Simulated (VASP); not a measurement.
# GeBr (P-6m2) in VASP: notebook, part 2 of 2

VASP 6.6.1.

### Step 4. Relaxation of cell and atoms, PBE

This run uses another cell than the first one, of 35.40 Å³/atom, 1.458 times its volume.

The input, INCAR:

```
SYSTEM = GeBr
  PREC = Accurate
  ENCUT = 600
  EDIFF = 1E-7
  ISMEAR = 0
  SIGMA = 0.1
  LREAL = .FALSE.
  LASPH = .TRUE.
  NELM = 60
  ALGO = Normal
  ISIF = 3
  LWAVE = .FALSE.
  LCHARG = .FALSE.
  GGA = PE
  IBRION = 2
  NSW = 90
  EDIFFG = -0.04
```

The input, KPOINTS:

```
Automatic mesh
0
G
  6 6 4
  0 0 0
```

The input, POSCAR:

```
GeBr
1.0
    3.5618801500      0.0000000000      0.0000000000
   -1.7809400700      3.0846786900      0.0000000000
    0.0000000000      0.0000000000      6.4430728000
Ge Br
1 1
Direct
    0.6666666700      0.3333333300      0.5000000000
    0.0000000000      0.0000000000      0.0000000000
```

Potentials or basis: VASP PAW PBE potentials, release 64 (Ge_d, Br).

Launch:

```sh
$ cat potpaw_PBE.64/Ge_d/POTCAR potpaw_PBE.64/Br/POTCAR > POTCAR
$ mpirun -np 1 vasp_std > vasp.out
```

OUTCAR:

```text
SYSTEM = GeBr
   PREC = Accurate
   ENCUT = 600
   EDIFF = 1E-7
   ISMEAR = 0
   LREAL = .FALSE.
   LASPH = .TRUE.
   NELM = 60
   ISIF = 3
   GGA = PE
   IBRION = 2
   NSW = 90
   EDIFFG = -0.04

 ion  position               nearest neighbor table
   1  0.667  0.333  0.500-
   2  0.000  0.000  0.000-

  LATTYP: Found a hexagonal cell.
 ALAT       =     3.5618801500
 C/A-ratio  =     1.8088965739

  Lattice vectors:

 A1 = (   3.5618801500,   0.0000000000,   0.0000000000)
 A2 = (  -1.7809400700,   3.0846786900,   0.0000000000)
 A3 = (   0.0000000000,   0.0000000000,   6.4430728000)

Analysis of symmetry for initial positions (statically):
=====================================================================
 Subroutine PRICEL returns:
 Original cell was already a primitive cell.

[... 988 lines left out ...]
      4     -20.3234      2.00000
      5     -20.3222      2.00000
      6     -10.5325      2.00000
      7      -2.2395      2.00000
      8      -0.7285      2.00000
      9      -0.6691      2.00000
     10       0.2227      2.00000
     11       3.0779      2.00000
     12       8.1360      0.00000
     13       9.0743      0.00000
     14      14.2378      0.00000

[... ionic steps 4 to 12 ...]

--------------------------------------- Ionic step       13  -------------------------------------------

 number of electron      20.9999996 magnetization

------------------------ aborting loop because EDIFF is reached ----------------------------------------
[... 67 lines left out ...]
--------------------------------------- Ionic step       15  -------------------------------------------

 number of electron      20.9999997 magnetization

 Free energy of the ion-electron system (eV)
  ---------------------------------------------------
  ext. energy  EPLUGINS =         0.00000000
  ---------------------------------------------------
  free energy    TOTEN  =        -5.97143403 eV

  energy without entropy =       -5.96094871  energy(sigma->0) =       -5.96619137

 E-fermi :   4.0862     XC(G=0):  -9.8152

 val. band max:        4.0436193046   @ k =   0.3333   0.1667   0.2500
 cond. band min:       4.1227690942   @ k =   0.3333  -0.0000   0.0000
 fundamental gap:      0.0791497896
 Fermi energy:         4.0861684030
[... 384 lines left out ...]
  FREE ENERGIE OF THE ION-ELECTRON SYSTEM (eV)
  ---------------------------------------------------
  free  energy   TOTEN  =        -5.9714340262 eV

  energy  without entropy=       -5.9609487095  energy(sigma->0) =       -5.96619137

 reached required accuracy - stopping structural energy minimisation
```

OSZICAR:

```text
N       E                     dE             d eps       ncg     rms          rms(c)
DAV:   1     0.139211021844E+03    0.13921E+03   -0.11287E+04   606   0.270E+03
DAV:   2     0.145119395690E+02   -0.12470E+03   -0.12286E+03   636   0.553E+02
DAV:   3    -0.491278153511E+01   -0.19425E+02   -0.18567E+02   726   0.131E+02
[... 163 lines left out ...]
DAV:   4    -0.597145081890E+01    0.66783E-04   -0.80179E-05   672   0.115E-01    0.436E-02
DAV:   5    -0.597143355327E+01    0.17266E-04   -0.26441E-05   752   0.728E-02    0.912E-03
DAV:   6    -0.597143390607E+01   -0.35281E-06   -0.13860E-06   690   0.192E-02    0.236E-03
DAV:   7    -0.597143402040E+01   -0.11433E-06   -0.44535E-08   330   0.299E-03    0.759E-04
DAV:   8    -0.597143402619E+01   -0.57944E-08   -0.12245E-08   306   0.155E-03
  15 F= -.59714340E+01 E0= -.59661914E+01  d E =-.297922E-01
```

Wall time 1.9 min (1 thread of Intel Xeon 6975P-C (Granite Rapids), shared host); peak memory 0.22 GiB.

Results:

| Item | Value |
| --- | --- |
| Free energy | -5.9714 eV |
| Relaxed volume | 24.33 Å³/atom |
| Relaxed cell | a = 3.528 Å, b = 3.528 Å, c = 4.515 Å, α = 90.00°, β = 90.00°, γ = 120.00° |
| Space group after relaxing (to 0.05 Å) | P-6m2 (No. 187) |
| Energy gained by relaxing | 576.3 meV/atom |
| Ionic steps | 15 |
| Pressure after relaxing | 0.0 GPa |

Step by step:
| step | energy change (eV) | largest force (eV/Å) | pressure (GPa) | volume (Å³) |
| --- | --- | --- | --- | --- |
| 1 | 0.0000 | 0.0000 | -6.60 | 70.79 |
| 2 | -0.5458 | 0.0000 | -5.01 | 56.88 |
| 3 | -0.7292 | 0.0000 | -1.03 | 48.86 |
| 4 | -0.7366 | 0.0000 | 0.90 | 46.66 |
| 5 | -0.7372 | 0.0000 | 0.34 | 47.23 |
| 6 | -0.8198 | 0.0000 | 0.80 | 46.53 |
| 7 | -1.0195 | 0.0000 | 2.90 | 44.75 |
| 8 | -0.5390 | 0.0000 | 17.45 | 39.88 |
| 9 | -1.0688 | 0.0000 | 5.05 | 43.62 |
| 10 | -1.1056 | 0.0000 | 4.06 | 44.64 |
| 11 | -1.1223 | 0.0000 | 3.20 | 45.82 |
| 12 | -1.1228 | 0.0000 | 3.00 | 46.13 |
| 13 | -1.1431 | 0.0000 | 1.61 | 47.21 |
| 14 | -1.1523 | 0.0000 | -0.24 | 48.90 |
| 15 | -1.1526 | 0.0000 | 0.02 | 48.66 |

Final structure:
```
Ge Br
1.0
     3.52767    0.00000    0.00000
    -1.76383    3.05505    0.00000
     0.00000    0.00000    4.51501
Ge Br
1 1
Cartesian
  1.7638 1.0183 2.2575
  0.0000 0.0000 0.0000
```

Caveat: the volume moved by over 15 % at a fixed basis, so the end points are rough; an odd number of electrons without spin polarisation forces a metal; a magnetic or distorted state may lie lower.

### Step 5. Single point, PBE

The input, INCAR:

```
PREC     = Accurate       # precision mode
ENCUT    = 520            # plane-wave cutoff, eV
EDIFF    = 1E-6           # SCF threshold, eV
ISMEAR   = 0              # smearing method
SIGMA    = 0.1            # smearing width, eV
LREAL    = False          # projectors in reciprocal space
LASPH    = True           # aspherical terms in the spheres
NELM     = 80             # most SCF steps
ALGO     = Normal         # electronic algorithm
ISIF     = 2              # what is computed and relaxed
LWAVE    = False          # write WAVECAR
LCHARG   = False          # write CHGCAR
GGA      = PE             # functional
NBANDS   = 18             # bands
```

The input, KPOINTS:

```
regular mesh
0
Gamma
  18 18 12
```

The input, POSCAR:

```
GeBr
1.0
    3.5249537702      0.0000000000      0.0000000000
   -1.7624768851      3.0526995121      0.0000000000
    0.0000000000      0.0000000000      4.5073252383
Ge Br
1 1
Direct
    0.6666666667      0.3333333333      0.5000000000
    0.0000000000      0.0000000000      0.0000000000
```

Launch:

```sh
$ cat potpaw_PBE.64/Ge_d/POTCAR potpaw_PBE.64/Br/POTCAR > POTCAR
$ mpirun -np 1 vasp_std > vasp.out
```

Wall time 72 s (1 thread of Intel Xeon 6975P-C (Granite Rapids), shared host); peak memory 0.34 GiB.

The run converged. Its results:

* Free energy: -5.9853 eV
* Pressure: 0.0 GPa

Levels at points of the mesh, in eV from the Fermi level:
```
           k point  band 6  band 7  band 8  band 9  band 10  band 11  band 12  band 13  band 14  band 15
(0.00, 0.00, 0.00)  -16.32   -8.33   -5.43   -1.85    -1.85     3.87     3.87     4.32     5.24     8.83
(0.50, 0.00, 0.00)  -15.42   -8.28   -3.90   -3.75    -2.93    -1.35     0.80     3.35     4.69     8.84
(0.00, 0.00, 0.50)  -16.08  -10.18   -1.69   -1.69    -1.33     0.52     3.78     3.78     7.85     9.10
(0.50, 0.00, 0.50)  -15.31   -7.69   -5.81   -5.15    -2.55     0.86     1.85     2.48     7.48     7.70
```

Caveat: an odd number of electrons without spin polarisation forces a metal; a magnetic or distorted state may lie lower.

### Step 6. Relaxation of cell and atoms, PBE

The input, INCAR:

```
SYSTEM = GeBr
  PREC = Accurate
  ENCUT = 600
  EDIFF = 1E-6
  ISMEAR = 0
  SIGMA = 0.1
  LREAL = .False.
  LASPH = .True.
  NELM = 80
  ALGO = Normal
  ISIF = 3
  LWAVE = .False.
  LCHARG = .False.
  GGA = PE
  IBRION = 2
  NSW = 100
  EDIFFG = -0.01
```

The input, KPOINTS:

```
regular mesh
0
Gamma
  18 18 12
  0 0 0
```

The input, POSCAR:

```
GeBr
1.0
    3.5208412038      0.0000000000      0.0000000000
   -1.7604206019      3.0491379252      0.0000000000
    0.0000000000      0.0000000000      4.5223954928
Ge Br
1 1
Direct
    0.6666666667      0.3333333333      0.5000000000
    0.0000000000      0.0000000000      0.0000000000
```

Potentials or basis: VASP PAW PBE potentials, release 64 (Ge_d, Br).

Launch:

```sh
$ cat potpaw_PBE.64/Ge_d/POTCAR potpaw_PBE.64/Br/POTCAR > POTCAR
$ mpirun -np 1 vasp_std > vasp.out
```

OUTCAR:

```text
SYSTEM = GeBr
   PREC = Accurate
   ENCUT = 600
   EDIFF = 1E-6
   ISMEAR = 0
   LREAL = .False.
   LASPH = .True.
   NELM = 80
   ISIF = 3
   GGA = PE
   IBRION = 2
   NSW = 100
   EDIFFG = -0.01

 ion  position               nearest neighbor table
   1  0.667  0.333  0.500-
   2  0.000  0.000  0.000-

  LATTYP: Found a hexagonal cell.
 ALAT       =     3.5208412038
 C/A-ratio  =     1.2844644876

  Lattice vectors:

 A1 = (   3.5208412038,   0.0000000000,   0.0000000000)
 A2 = (  -1.7604206019,   3.0491379252,   0.0000000000)
 A3 = (   0.0000000000,   0.0000000000,   4.5223954928)

Analysis of symmetry for initial positions (statically):
=====================================================================
 Subroutine PRICEL returns:
 Original cell was already a primitive cell.

 Routine SETGRP: Setting up the symmetry group for a
 hexagonal supercell.

 Subroutine GETGRP returns: Found 12 space group operations
 (whereof 12 operations were pure point group operations)
 out of a pool of 24 trial point group operations.

The static configuration has the point symmetry D_3h.

Analysis of symmetry for dynamics (positions and initial velocities):
=====================================================================
 Subroutine PRICEL returns:
 Original cell was already a primitive cell.

[... 264 lines left out ...]
 number of electron      20.9999990 magnetization

 Free energy of the ion-electron system (eV)
  ---------------------------------------------------
  ext. energy  EPLUGINS =         0.00000000
  ---------------------------------------------------
  free energy    TOTEN  =        -5.98528632 eV

  energy without entropy =       -5.98074250  energy(sigma->0) =       -5.98301441

 E-fermi :   4.3489     XC(G=0):  -9.8232

 val. band max:        4.3485019440   @ k =   0.2222   0.1667   0.1667
 cond. band min:       4.3506263492   @ k =   0.2222   0.2222   0.0000
 fundamental gap:      0.0021244053
 Fermi energy:         4.3488502906

 k-point     1 :       0.0000    0.0000    0.0000
  band No.  band energies     occupation
      1     -21.0174      2.00000
      2     -20.9842      2.00000
      3     -20.9842      2.00000
      4     -20.9283      2.00000
      5     -20.9283      2.00000
      6     -11.9630      2.00000
      7      -3.9788      2.00000
      8      -1.0694      2.00000
      9       2.4907      2.00000
     10       2.4907      2.00000
     11       8.2110      0.00000
     12       8.2110      0.00000
     13       8.6626      0.00000
     14       9.5792      0.00000
[... 377 lines left out ...]
      1     -21.0084      2.00000
      2     -20.9920      2.00000
      3     -20.9867      2.00000
      4     -20.9280      2.00000
      5     -20.9127      2.00000
      6     -11.0708      2.00000
      7      -3.8501      2.00000
      8       0.1784      2.00000
      9       0.5873      2.00000
     10       1.4288      2.00000
     11       3.3075      2.00000
     12       5.2654      0.00000
     13       6.8557      0.00000
     14      10.0939      0.00000

 [... further k-points ...]

------------------------ aborting loop because EDIFF is reached ----------------------------------------

  FORCE on cell =-STRESS in cart. coord.  units (eV):
  Direction    XX          YY          ZZ          XY          YZ          ZX
  --------------------------------------------------------------------------------------
  -------------------------------------------------------------------------------------
  Total       -0.0078825     -0.0078825     -0.0004114      0.0000000      0.0000000      0.0000000
  in kB       -0.2600362     -0.2600362     -0.0135732      0.0000000      0.0000000      0.0000000
  external PRESSURE =      -0.1778819 kB  Pullay stress =       0.0000000 kB
[... 17 lines left out ...]
  FREE ENERGIE OF THE ION-ELECTRON SYSTEM (eV)
  ---------------------------------------------------
  free  energy   TOTEN  =        -5.9852863203 eV

  energy  without entropy=       -5.9807424974  energy(sigma->0) =       -5.98301441

 reached required accuracy - stopping structural energy minimisation
```

OSZICAR:

```text
N       E                     dE             d eps       ncg     rms          rms(c)
DAV:   1     0.138530820731E+03    0.13853E+03   -0.11634E+04  7666   0.325E+03
DAV:   2     0.113362056805E+02   -0.12719E+03   -0.12482E+03  7912   0.579E+02
DAV:   3    -0.559416853250E+01   -0.16930E+02   -0.16535E+02  8884   0.127E+02
DAV:   4    -0.607855041673E+01   -0.48438E+00   -0.48344E+00  8236   0.230E+01
[... 24 lines left out ...]
DAV:   2    -0.598561333118E+01    0.79833E-03   -0.11542E-03  9220   0.563E-01    0.109E-01
DAV:   3    -0.598530192271E+01    0.31141E-03   -0.65071E-04 10582   0.360E-01    0.321E-02
DAV:   4    -0.598529025163E+01    0.11671E-04   -0.32169E-05  9010   0.836E-02    0.217E-02
DAV:   5    -0.598528663546E+01    0.36162E-05   -0.40759E-06  8844   0.284E-02    0.570E-03
DAV:   6    -0.598528632030E+01    0.31515E-06   -0.72791E-07  3758   0.146E-02
   4 F= -.59852863E+01 E0= -.59830144E+01  d E =-.360646E-04
```

It took 2.3 min on 1 thread of Intel Xeon 6975P-C (Granite Rapids), shared host; peak memory 0.36 GiB.

What came out:

* Free energy: -5.9853 eV
* Relaxed volume: 24.28 Å³/atom
* Relaxed cell: a = 3.527 Å, b = 3.527 Å, c = 4.507 Å, α = 90.00°, β = 90.00°, γ = 120.00°
* Space group after relaxing (to 0.05 Å): P-6m2 (No. 187)
* Energy gained by relaxing: 0.1 meV/atom
* Ionic steps: 4
* Pressure after relaxing: 0.0 GPa

Step by step:
```csv
step,energy change (eV),largest force (eV/Å),pressure (GPa),volume (Å³)
1,0.0000,0.0000,-0.06,48.55
2,-0.0001,0.0000,0.06,48.49
3,-0.0001,0.0000,0.12,48.47
4,-0.0002,0.0000,-0.02,48.57
```

Final structure:
```yaml
crystal:
  lattice:
    - [3.52737, 0.00000, 0.00000]
    - [-1.76368, 3.05479, 0.00000]
    - [0.00000, 0.00000, 4.50723]
  atoms:
    - { symbol: Ge, position: [0.66667, 0.33333, 0.50000] }
    - { symbol: Br, position: [0.00000, 0.00000, 0.00000] }
```

Levels at points of the mesh, in eV from the Fermi level:
| k point | band 8 | band 9 | band 10 | band 11 | band 12 | band 13 |
| --- | --- | --- | --- | --- | --- | --- |
| (0.00, 0.00, 0.00) | -5.42 | -1.86 | -1.86 | 3.86 | 3.86 | 4.31 |
| (0.50, 0.00, 0.00) | -3.89 | -3.74 | -2.94 | -1.35 | 0.80 | 3.35 |
| (0.00, 0.00, 0.50) | -1.70 | -1.70 | -1.33 | 0.52 | 3.76 | 3.76 |
| (0.50, 0.00, 0.50) | -5.80 | -5.15 | -2.55 | 0.86 | 1.84 | 2.47 |

Caveat: an odd number of electrons without spin polarisation forces a metal; a magnetic or distorted state may lie lower.

### Step 7. Overview

| task | cell | k mesh | cutoff (eV) | gap on the mesh (eV) | pressure (GPa) | relaxed volume (Å³/atom) |
| --- | --- | --- | --- | --- | --- | --- |
| single point | a = 3.521, b = 3.521, c = 4.522 Å, angles 90.0, 90.0, 120.0°, 2 atoms | 6 × 6 × 4 | 520 | none | 0.0 | - |
| single point | a = 3.562, b = 3.562, c = 6.443 Å, angles 90.0, 90.0, 120.0°, 2 atoms | 6 × 6 × 4 | 520 | none | -6.6 | - |
| relaxation of cell and atoms | relaxed from a = 3.562, b = 3.562, c = 6.443 Å, angles 90.0, 90.0, 120.0°, 2 atoms | 6 × 6 × 4 | 600 | none | 0.0 | 24.33 |
| single point | a = 3.525, b = 3.525, c = 4.507 Å, angles 90.0, 90.0, 120.0°, 2 atoms | 18 × 18 × 12 | 520 | none | 0.0 | - |
| relaxation of cell and atoms | relaxed from a = 3.521, b = 3.521, c = 4.522 Å, angles 90.0, 90.0, 120.0°, 2 atoms | 18 × 18 × 12 | 600 | none | 0.0 | 24.28 |

Alike in all rows: level PBE; potentials or basis VASP PAW PBE potentials, release 64 (Ge_d, Br); no spin polarisation; smearing gaussian 0.1 eV.

Caveats: an odd number of electrons without spin polarisation forces a metal; a magnetic or distorted state may lie lower; the volume moved by over 15 % at a fixed basis, so the end points are rough (some runs).

Total energies depend on the potentials used, so only differences within one code and one set of settings carry meaning.
